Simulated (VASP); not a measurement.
# H11NO4 in VASP: a series of runs

The runs below take H11NO4 through single point, with PBE+D3(BJ).

Program: VASP 6.6.1. These are calculated values, not measurements. Logs are shortened: lines on timing, memory, paths and dates and some standing lists are left out, and cuts for length are marked.

### Step 1. The cell of the first run

The cell holds an amorphous packing of atoms, 16 atoms: a = 5.231 Å, b = 5.231 Å, c = 5.231 Å, α = 90.00°, β = 90.00°, γ = 90.00°.

### Step 2. Single point, PBE+D3(BJ)

Input file INCAR:

```
ALGO = Normal
EDIFF = 1E-6
ENCUT = 520
GGA = PE
ISIF = 2
ISMEAR = -1
IVDW = 12
LASPH = T
LCHARG = F
LREAL = Auto
LWAVE = F
NBANDS = 34
NELM = 100
PREC = Accurate
SIGMA = 0.05
```

Input file KPOINTS:

```
k-points
0
Gamma
  1 1 1
```

Input file POSCAR:

```
H11NO4
1.0
    5.2305400000      0.0000000000      0.0000000000
    0.0000000000      5.2305400000      0.0000000000
    0.0000000000      0.0000000000      5.2305400000
O H N
4 11 1
Direct
    0.0343982216      0.6726307630      0.1594616038
    0.5713639657      0.4491203045      0.4393576409
    0.3894125216      0.7859968868      0.7921756558
    0.1688351693      0.1294007753      0.4335020257
    0.1614955073      0.6955541972      0.0185514037
    0.0999501209      0.5304313599      0.2615557687
    0.4393616146      0.3207010461      0.3964165579
    0.6536549732      0.5130885286      0.2850800643
    0.3121794187      0.9181831721      0.6811943753
    0.4534879201      0.6612734300      0.6637363292
    0.0388208124      0.1388801862      0.5865908458
    0.1218036808     -0.0254407451      0.3365225251
    0.7319827054      0.0018106388     -0.1487610539
    0.9286501246      0.1947338852      0.0041175741
    0.7466047103      0.3054887426     -0.2290315628
    0.8543118335      0.1531491286     -0.1712464536
```

Potentials or basis: VASP PAW PBE potentials, release 64 (O, H, N).

Launch:

```bash
> cat potpaw_PBE.64/O/POTCAR potpaw_PBE.64/H/POTCAR potpaw_PBE.64/N/POTCAR > POTCAR
> mpirun -np 1 vasp_gam > vasp.out
```

OUTCAR:

```text
EDIFF = 1E-6
   ENCUT = 520
   GGA = PE
   ISIF = 2
   ISMEAR = -1
   IVDW = 12
   LASPH = T
   LREAL = Auto
   NELM = 100
   PREC = Accurate
 IVDW          = 12

 ion  position               nearest neighbor table
   1  0.034  0.673  0.159-   6 0.98   5 1.00
   2  0.571  0.449  0.439-   8 0.97   7 0.99
   3  0.389  0.786  0.792-   9 0.99  10 0.99
   4  0.169  0.129  0.434-  12 0.99  11 1.05
   5  0.161  0.696  0.019-   1 1.00
   6  0.100  0.530  0.262-   1 0.98
   7  0.439  0.321  0.396-   2 0.99
   8  0.654  0.513  0.285-   2 0.97
   9  0.312  0.918  0.681-   3 0.99
  10  0.453  0.661  0.664-   3 0.99
  11  0.039  0.139  0.587-   4 1.05
  12  0.122  0.975  0.337-   4 0.99
  13  0.732  0.002  0.851-  16 1.02
  14  0.929  0.195  0.004-  16 1.02
  15  0.747  0.305  0.771-  16 1.02
  16  0.854  0.153  0.829-  14 1.02  15 1.02  13 1.02

  LATTYP: Found a simple cubic cell.
 ALAT       =     5.2305400000

  Lattice vectors:

 A1 = (   5.2305400000,   0.0000000000,   0.0000000000)
 A2 = (   0.0000000000,   5.2305400000,   0.0000000000)
 A3 = (   0.0000000000,   0.0000000000,   5.2305400000)

Analysis of symmetry for initial positions (statically):
=====================================================================
 Subroutine PRICEL returns:
 Original cell was already a primitive cell.

 Routine SETGRP: Setting up the symmetry group for a
 simple cubic supercell.

 Subroutine GETGRP returns: Found  1 space group operations
 (whereof  1 operations were pure point group operations)
 out of a pool of 48 trial point group operations.

The static configuration has the point symmetry C_1 .

Analysis of symmetry for dynamics (positions and initial velocities):
=====================================================================
 Subroutine PRICEL returns:
 Original cell was already a primitive cell.

 Routine SETGRP: Setting up the symmetry group for a
 simple cubic supercell.

 Subroutine GETGRP returns: Found  1 space group operations
 (whereof  1 operations were pure point group operations)
 out of a pool of 48 trial point group operations.

The dynamic configuration has the point symmetry C_1 .

 Subroutine INISYM returns: Found  1 space group operations
 (whereof  1 operations are pure point group operations),
 and found     1 'primitive' translations

----------------------------------------------------------------------------------------

                                     Primitive cell

  volume of cell :     143.1000

  direct lattice vectors                    reciprocal lattice vectors
     5.230540000  0.000000000  0.000000000     0.191184849  0.000000000  0.000000000
     0.000000000  5.230540000  0.000000000     0.000000000  0.191184849  0.000000000
     0.000000000  0.000000000  5.230540000     0.000000000  0.000000000  0.191184849

  length of vectors
     5.230540000  5.230540000  5.230540000     0.191184849  0.191184849  0.191184849

  position of ions in fractional coordinates (direct lattice)
     0.034398222  0.672630763  0.159461604
     0.571363966  0.449120304  0.439357641
     0.389412522  0.785996887  0.792175656
     0.168835169  0.129400775  0.433502026
     0.161495507  0.695554197  0.018551404
     0.099950121  0.530431360  0.261555769
     0.439361615  0.320701046  0.396416558
     0.653654973  0.513088529  0.285080064
     0.312179419  0.918183172  0.681194375
     0.453487920  0.661273430  0.663736329
     0.038820812  0.138880186  0.586590846
     0.121803681  0.974559255  0.336522525
     0.731982705  0.001810639  0.851238946
     0.928650125  0.194733885  0.004117574
     0.746604710  0.305488743  0.770968437
     0.854311833  0.153149129  0.828753546

  ion indices of the primitive-cell ions
   primitive index   ion index
                 1           1
                 2           2
                 3           3
                 4           4
                 5           5
                 6           6
                 7           7
                 8           8
                 9           9
                10          10
                11          11
                12          12
                13          13
                14          14
                15          15
                16          16

----------------------------------------------------------------------------------------

 KPOINTS: k-points

Automatic generation of k-mesh.
 Grid dimensions read from file:
 generate k-points for:    1    1    1

 Generating k-lattice:

  Cartesian coordinates                     Fractional coordinates (reciprocal lattice)
     0.191184849  0.000000000  0.000000000     1.000000000  0.000000000  0.000000000
     0.000000000  0.191184849  0.000000000     0.000000000  1.000000000  0.000000000
     0.000000000  0.000000000  0.191184849     0.000000000  0.000000000  1.000000000

  Length of vectors
     0.191184849  0.191184849  0.191184849

  Shift w.r.t. Gamma in fractional coordinates (k-lattice)
     0.000000000  0.000000000  0.000000000

 Subroutine IBZKPT returns following result:
 ===========================================

 Found      1 irreducible k-points:

 Following reciprocal coordinates:
            Coordinates               Weight
  0.000000  0.000000  0.000000      1.000000
   k-points           NKPTS =      1   k-points in BZ     NKDIM =      1   number of bands    NBANDS=     34
   number of dos      NEDOS =    301   number of ions     NIONS =     16
   total plane-waves  NPLWV =  64000
   dimension x,y,z NGX =    40 NGY =   40 NGZ =   40
   dimension x,y,z NGXF=    80 NGYF=   80 NGZF=   80
   ions per type =               4  11   1
   NGX,Y,Z   is equivalent  to a cutoff of  12.71, 12.71, 12.71 a.u.
   NGXF,Y,Z  is equivalent  to a cutoff of  25.43, 25.43, 25.43 a.u.
 SYSTEM =  unknown system
   PREC   = accura    normal or accurate (medium, high low for compatibility)
   ISTART =      0    job   : 0-new  1-cont  2-samecut
   ICHARG =      2    charge: 1-file 2-atom 10-const
   ISPIN  =      1    spin polarized calculation?
   LNONCOLLINEAR =      F non collinear calculations
   LSORBIT =      F    spin-orbit coupling
   LASPH  =      T    aspherical Exc in radial PAW
   ENCUT  =  520.0 eV  38.22 Ry    6.18 a.u.   9.73  9.73  9.73*2*pi/ulx,y,z
   NELM   =    100;   NELMIN=  2; NELMDL= -5     # of ELM steps
   EDIFF  = 0.1E-05   stopping-criterion for ELM
   LREAL  =      T    real-space projection
   EDIFFG = 0.1E-04   stopping-criterion for IOM
   NSW    =      0    number of steps for IOM
   IBRION =     -1    ionic relax: 0-MD 1-quasi-New 2-CG
   NFREE  =      0    steps in history (QN), initial steepest desc. (CG)
   ISIF   =      2    stress and relaxation
   ISYM   =      2    0-nonsym 1-usesym 2-fastsym
   POTIM  = 0.5000    time-step for ionic-motion
   TEBEG  =    0.0;   TEEND  =   0.0 temperature during run
   PSTRESS=    0.0 pullay stress
   NELECT =      40.0000    total number of electrons
   NUPDOWN=      -1.0000    fix difference up-down
   EMIN   =  10.00;   EMAX   =-10.00  energy-range for DOS
   EFERMI =   0.00;   METHOD = LEGACY
   ISMEAR =    -1;   SIGMA  =   0.05  broadening in eV -4-tet -1-fermi 0-gaus
   EFERMI_NEDOS =   21; number of points for ismear=-14 and -15
   IALGO  =     38    algorithm
   IMIX   =      4    mixing-type and parameters
     AMIX     =   0.40;   BMIX     =  1.00
     AMIX_MAG =   1.60;   BMIX_MAG =  1.00
  volume/ion in A,a.u.               =       8.94        60.36
  Fermi-wavevector in a.u.,A,eV,Ry     =   1.070405  2.022773 15.589117  1.145768
  Thomas-Fermi vector in A             =   2.206114
   LORBIT       =      0    0 simple, 1 ext, 2 COOP (PROOUT), +10 PAW based schemes
   GGA     = PE    functional components
   LHFCALC =     F    Hartree Fock is set to
   AEXX    =    0.0000 exact exchange contribution
   IVDW    =    12    specifies the selected vdW correction
   LEPSILON=     F    determine dielectric tensor
   LRPA    =     F    only Hartree local field effects (RPA)
 non-spin polarized calculation
  energy-cutoff  :      520.00
  volume of cell :      143.10
 maximum number of plane-waves:      1944
 NGX is ok and might be reduce to    40
   NGX = 19   NGY = 19   NGZ = 19

 number of electron      40.0000001 magnetization

 Free energy of the ion-electron system (eV)
  ---------------------------------------------------
  ext. energy  EPLUGINS =         0.00000000
  ---------------------------------------------------
  free energy    TOTEN  =       -78.54991850 eV

  energy without entropy =      -78.54991850  energy(sigma->0) =      -78.54991850

 E-fermi :  -1.8156     XC(G=0):  -7.1414

 val. band max:       -3.0992614012   @ k =   0.0000   0.0000   0.0000
 cond. band min:       1.6061216069   @ k =   0.0000   0.0000   0.0000
 fundamental gap:      4.7053830082
 Fermi energy:        -1.8156467117

 k-point     1 :       0.0000    0.0000    0.0000
  band No.  band energies     occupation
      1     -22.0559      2.00000
      2     -21.5493      2.00000
      3     -21.2517      2.00000
      4     -21.0207      2.00000
      5     -17.8287      2.00000
      6     -10.0246      2.00000
      7      -9.5614      2.00000
      8      -9.2761      2.00000
      9      -8.9980      2.00000
     10      -8.0540      2.00000
     11      -7.8506      2.00000
     12      -6.9019      2.00000
     13      -5.9993      2.00000
     14      -5.8329      2.00000
     15      -5.2759      2.00000
     16      -4.1329      2.00000
     17      -3.8195      2.00000
     18      -3.7374      2.00000
     19      -3.6466      2.00000
     20      -3.0993      2.00000
     21       1.6061      0.00000
     22       5.5790      0.00000
     23       5.7299      0.00000
     24       6.2249      0.00000
     25       6.9928      0.00000
     26       7.1514      0.00000
     27       8.0264      0.00000
     28       8.3201      0.00000
     29       8.3568      0.00000
     30       8.7802      0.00000
     31       9.2075      0.00000
     32       9.3697      0.00000
 [bands above 32 left out]

------------------------ aborting loop because EDIFF is reached ----------------------------------------

 Edisp (eV)   -0.60721

 E8    (eV) :    -0.1236

  FORCE on cell =-STRESS in cart. coord.  units (eV):
  Direction    XX          YY          ZZ          XY          YZ          ZX
  --------------------------------------------------------------------------------------
  -------------------------------------------------------------------------------------
  Total       0.41600    -0.16919    -0.79524    -0.70156     0.28987     0.60477
  in kB       4.65757    -1.89434    -8.90368    -7.85484     3.24540     6.77116
  external pressure =       -2.05 kB  Pullay stress =        0.00 kB

 VOLUME and BASIS-vectors are now :
 -----------------------------------------------------------------------------
  energy-cutoff  :      520.00
  volume of cell :      143.10
      direct lattice vectors                 reciprocal lattice vectors
     5.230540000  0.000000000  0.000000000     0.191184849  0.000000000  0.000000000
     0.000000000  5.230540000  0.000000000     0.000000000  0.191184849  0.000000000
     0.000000000  0.000000000  5.230540000     0.000000000  0.000000000  0.191184849

 POSITION                                       TOTAL-FORCE (eV/Angst)
 -----------------------------------------------------------------------------------
      0.17992      3.51822      0.83407        -0.007784      0.061497      0.004545
      2.98854      2.34914      2.29808         0.049227      0.119664      0.072095
      2.03684      4.11119      4.14351        -0.074396     -0.007182     -0.075970
      0.88310      0.67684      2.26745        -0.070087      0.072361      0.178132
      0.84471      3.63812      0.09703         0.005138      0.031219     -0.058476
      0.52279      2.77444      1.36808         0.025787     -0.092026      0.046437
      2.29810      1.67744      2.07347        -0.120073     -0.149727      0.007747
      3.41897      2.68373      1.49112         0.034774      0.039127     -0.057185
      1.63287      4.80259      3.56301         0.061270      0.062333      0.061858
      2.37199      3.45882      3.47170         0.061610     -0.065140      0.026718
      0.20305      0.72642      3.06819         0.031429      0.049214     -0.004141
      0.63710      5.09747      1.76019        -0.042836     -0.126725     -0.164040
      3.82866      0.00947      4.45244        -0.016715     -0.013135     -0.039917
      4.85734      1.01856      0.02154         0.049276     -0.002076      0.016132
      3.90515      1.59787      4.03258         0.004743     -0.035647     -0.030563
      4.46851      0.80105      4.33483         0.008639      0.056244      0.016629
 -----------------------------------------------------------------------------------
    total drift:                               -0.000534     -0.001847      0.000217

  FREE ENERGIE OF THE ION-ELECTRON SYSTEM (eV)
  ---------------------------------------------------
  free  energy   TOTEN  =       -79.1571242681 eV

  energy  without entropy=      -79.1571242681  energy(sigma->0) =      -79.15712427
```

Run time: 18 s. Hardware: 1 thread of AMD EPYC 7R13 (Zen 3), shared host; peak memory 0.21 GiB.

Results:

```yaml
Free_energy: -79.1571 eV
Pressure: -0.2 GPa
Largest_force: 0.212 eV/Å
Band_gap_on_the_k_mesh: 4.71 eV
Dispersion_energy_per_atom: -0.038 eV
```

Forces on the atoms (eV/Å):
```
O   -0.008  0.061  0.005
O    0.049  0.120  0.072
O   -0.074 -0.007 -0.076
O   -0.070  0.072  0.178
H    0.005  0.031 -0.058
H    0.026 -0.092  0.046
H   -0.120 -0.150  0.008
H    0.035  0.039 -0.057
H    0.061  0.062  0.062
H    0.062 -0.065  0.027
H    0.031  0.049 -0.004
H   -0.043 -0.127 -0.164
H   -0.017 -0.013 -0.040
H    0.049 -0.002  0.016
H    0.005 -0.036 -0.031
N    0.009  0.056  0.017
```

Caveat: the k points lie up to 1.20 Å⁻¹ apart.

### Step 3. Single point, PBE+D3(BJ)

Input file INCAR:

```
SYSTEM = H11NO4
ALGO = Normal
EDIFF = 1E-7
ENCUT = 520
GGA = PE
ISIF = 2
ISMEAR = -1
IVDW = 12
LASPH = .True.
LCHARG = .True.
LELF = .True.
LREAL = Auto
LVHAR = .True.
LWAVE = .False.
NBANDS = 34
NELM = 60
PREC = Accurate
SIGMA = 0.05
```

Input file KPOINTS:

```
k-points
0
Gamma
  1 1 1
  0 0 0
```

Input file POSCAR:

```
H11NO4
1.0
    5.2305400000      0.0000000000      0.0000000000
    0.0000000000      5.2305400000      0.0000000000
    0.0000000000      0.0000000000      5.2305400000
O H N
4 11 1
Direct
    0.1028383303      0.6801018633      0.1557965334
    0.5211698983      0.4337601854      0.4594936660
    0.4178344875      0.7955583936      0.7648349884
    0.1500609880      0.1439621913      0.3896156037
    0.2388663503      0.6906935039      0.0132491100
    0.1357985982      0.5068501531      0.2151020736
    0.3738810907      0.3092414932      0.4254818814
    0.6055780092      0.4630305858      0.2943481935
    0.3103503654      0.9462502916      0.7075942446
    0.4470857693      0.6971937888      0.5995556864
    0.0117196312      0.1793696253      0.5469224975
    0.1426047789     -0.0346809316      0.3254348499
    0.7217419234     -0.0060223227     -0.2021015039
    0.9478753628      0.1335999725     -0.0398620410
    0.7564993289      0.3310939215     -0.2090797508
    0.8405250701      0.1535214337     -0.2083532484
```

Potentials or basis: VASP PAW PBE potentials, release 64 (O, H, N).

Launch:

```bash
> cat potpaw_PBE.64/O/POTCAR potpaw_PBE.64/H/POTCAR potpaw_PBE.64/N/POTCAR > POTCAR
> mpirun -np 1 vasp_gam > vasp.out
```

Run time: 22 s. Hardware: 1 thread of AMD EPYC 7R13 (Zen 3), shared host; peak memory 0.21 GiB.

It converged, with:

```
Free energy                : -78.5047 eV
Pressure                   : -1.4 GPa
Largest force              : 1.848 eV/Å
Band gap on the k mesh     : 4.41 eV
Dispersion energy per atom : -0.038 eV
```

Forces in eV/Å, atoms in the order of the input:
```
O    0.910 -0.078 -1.358
O    0.590  0.386 -0.828
O   -0.883  1.338 -0.665
O   -0.755  0.537  0.885
H   -0.945  0.423  0.503
H   -0.328 -0.205  0.455
H    0.204 -0.165 -0.016
H   -0.098 -0.082  0.464
H    0.782 -1.020  0.321
H   -0.024 -0.408  0.686
H    0.404 -1.202 -0.516
H   -0.253  0.028  0.094
H   -0.301  0.928 -0.371
H   -0.433  0.409 -0.762
H   -0.386 -0.779  0.055
N    1.514 -0.109  1.053
```

Stress tensor (GPa, compression positive):
```
 0.62  1.09  1.59
 1.09 -1.98  0.41
 1.59  0.41 -2.77
```

Levels at points of the mesh, in eV from the valence-band top:
| k point | band 16 | band 17 | band 18 | band 19 | band 20 | band 21 | band 22 | band 23 | band 24 | band 25 |
| --- | --- | --- | --- | --- | --- | --- | --- | --- | --- | --- |
| (0.00, 0.00, 0.00) | -1.11 | -0.92 | -0.80 | -0.37 | 0.00 | 4.41 | 8.21 | 8.37 | 8.69 | 9.53 |

Caveat: the k points lie up to 1.20 Å⁻¹ apart.

### Step 4. Single point, PBE+D3(BJ)

Input file INCAR:

```
SYSTEM = H11NO4
PREC = Accurate ; ENCUT = 520
EDIFF = 1E-6 ; ISMEAR = -1
SIGMA = 0.05 ; LREAL = Auto
LASPH = .TRUE. ; NELM = 80
ALGO = Normal ; ISIF = 2
LWAVE = .FALSE. ; LCHARG = .FALSE.
GGA = PE ; IVDW = 12
NBANDS = 34
```

Input file KPOINTS:

```
regular mesh
0
G
  1 1 1
  0 0 0
```

Input file POSCAR:

```
H11NO4
1.0
    5.2305400000      0.0000000000      0.0000000000
    0.0000000000      5.2305400000      0.0000000000
    0.0000000000      0.0000000000      5.2305400000
O H N
4 11 1
Direct
    0.0547935777      0.6357087414      0.1008308894
    0.5691764139      0.4276613887      0.4431855984
    0.4238950472      0.8012557021      0.7678939459
    0.1786048859      0.1158197815      0.3682220191
    0.1729840514      0.6685351799     -0.0395370268
    0.1068914491      0.4676381406      0.1715501650
    0.4291908675      0.3269260918      0.3660425119
    0.6818990009      0.4375647639      0.3018235211
    0.3397928321      0.9416236182      0.6741751330
    0.5079781437      0.6939627648      0.6486328371
    0.0883082817      0.1276541237      0.5385103641
    0.1515139928     -0.0604717677      0.3141740623
    0.7339777537      0.0951526993     -0.2322895915
    0.9808738677      0.1296424461     -0.0307807607
    0.8264921022      0.3704397634     -0.1567333392
    0.8998306102      0.1969777499     -0.1977998448
```

Launch:

```bash
> cat potpaw_PBE.64/O/POTCAR potpaw_PBE.64/H/POTCAR potpaw_PBE.64/N/POTCAR > POTCAR
> mpirun -np 1 vasp_gam > vasp.out
```

Run time: 19 s. Hardware: 1 thread of AMD EPYC 7R13 (Zen 3), shared host; peak memory 0.21 GiB.

The run converged. Its results:

```yaml
Free_energy: -78.5365 eV
Pressure: 2.0 GPa
Largest_force: 2.582 eV/Å
Band_gap_on_the_k_mesh: 4.68 eV
Dispersion_energy_per_atom: -0.038 eV
```

Forces on the atoms (eV/Å):
```
O   -0.401 -0.513  0.957
O   -0.761 -0.109  0.228
O   -1.120  1.691  1.597
O    0.114 -0.012  0.170
H    0.696  0.193 -0.465
H   -0.136  0.587 -0.169
H   -0.250 -0.251  0.675
H    1.321  0.499 -0.862
H    0.505 -0.571 -0.075
H    0.546 -1.200 -1.604
H   -0.771  0.805  0.138
H   -0.018 -0.507 -0.602
H    0.642 -0.320  0.178
H   -0.451  0.013 -0.213
H    0.384  0.703 -0.030
N   -0.301 -1.008  0.077
```

Stress tensor (GPa, compression positive):
```
 2.95  0.23 -1.52
 0.23  0.79  1.47
-1.52  1.47  2.17
```

Levels at points of the mesh, in eV from the valence-band top:
| k point | band 16 | band 17 | band 18 | band 19 | band 20 | band 21 | band 22 | band 23 | band 24 | band 25 |
| --- | --- | --- | --- | --- | --- | --- | --- | --- | --- | --- |
| (0.00, 0.00, 0.00) | -0.97 | -0.92 | -0.59 | -0.54 | 0.00 | 4.68 | 8.46 | 9.14 | 9.39 | 9.65 |

Caveat: the k points lie up to 1.20 Å⁻¹ apart.

(Continued in part 2 of 2.)
